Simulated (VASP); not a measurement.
**Ge16N (a cell with a defect): single point with PBE**

System: Ge16N (a cell with a defect).

```
Ge N
1.0
     0.00000    5.66000    5.66000
     5.66000    0.00000    5.66000
     5.66000    5.66000    0.00000
Ge N
16 1
Direct
  0.99961 0.02284 0.01186
  0.14520 0.22206 0.01985
  0.07796 0.93738 0.40861
  0.09989 0.05477 0.65221
  0.87867 0.57810 0.05386
  0.12321 0.55103 0.19338
  0.01864 0.43641 0.57816
  0.14589 0.55996 0.71556
  0.49931 0.03322 0.96173
  0.61845 0.13614 0.11483
  0.45501 0.06635 0.50208
  0.69253 0.06968 0.61933
  0.48909 0.51549 0.97918
  0.42701 0.70874 0.15785
  0.51428 0.50315 0.50347
  0.64976 0.66163 0.60043
  0.14197 0.79020 0.19047
```

```
Program             : VASP 6.6.1
Task                : single point
Functional          : PBE
Potentials or basis : VASP PAW PBE potentials, release 64 (Ge_d, N)
Cutoff              : 520 eV
k mesh              : 2 × 2 × 2
Occupations         : fermi-dirac, width 0.05 eV
Spin                : no spin polarisation
```

- Pressure: 3.4 GPa
- Largest force: 2.048 eV/Å
- Band gap on the k mesh: zero (an odd number of electrons rules out a gap without spin polarisation)

Forces on the atoms (eV/Å):
```
Ge  -0.181  0.002  0.138
Ge   1.181 -0.364 -0.590
Ge   0.541 -0.207 -0.449
Ge   0.239  0.221  0.464
Ge   0.137  0.657  0.507
Ge   0.108  0.020 -0.354
Ge  -0.335 -0.223 -0.243
Ge  -0.419 -0.775  0.506
Ge   0.500  0.984 -0.192
Ge   0.681  0.650  0.032
Ge  -0.897  0.328  0.051
Ge  -0.872 -1.469  1.130
Ge  -1.815 -0.205 -0.421
Ge   0.728  1.230  0.491
Ge  -0.313  0.143 -0.219
Ge   0.048 -0.201 -0.310
N    0.670 -0.793 -0.540
```

Stress tensor (GPa, compression positive):
```
 3.81 -0.24 -0.72
-0.24  2.23 -0.63
-0.72 -0.63  4.07
```

Levels at points of the mesh, in eV from the Fermi level:
| k point | band 113 | band 114 | band 115 | band 116 | band 117 | band 118 |
| --- | --- | --- | --- | --- | --- | --- |
| (0.00, 0.00, 0.00) | -0.24 | -0.12 | -0.08 | 0.11 | 0.20 | 0.32 |
| (0.50, 0.00, 0.00) | -0.47 | -0.24 | -0.02 | 0.22 | 0.63 | 1.10 |
| (0.00, 0.50, 0.00) | -0.60 | -0.10 | -0.03 | 0.39 | 0.80 | 0.94 |
| (0.00, 0.00, 0.50) | -0.38 | -0.09 | 0.09 | 0.58 | 0.83 | 1.14 |
| (0.50, 0.50, 0.50) | -0.48 | -0.29 | 0.09 | 0.54 | 0.70 | 0.92 |
| (0.50, 0.50, 0.00) | -0.67 | -0.63 | -0.35 | 0.96 | 1.38 | 1.54 |
| (0.00, 0.50, 0.50) | -0.68 | -0.55 | -0.07 | 0.67 | 1.32 | 1.48 |
| (0.50, 0.00, 0.50) | -0.67 | -0.45 | 0.15 | 0.92 | 1.06 | 1.48 |

Wall time 20 min on 1 thread of Intel(R) Xeon(R) Platinum 8488C (Sapphire Rapids) (shared host), peak memory 0.61 GiB.

Caveat: the k points lie up to 0.48 Å⁻¹ apart, too coarse for converged energies and pressures of a metal.
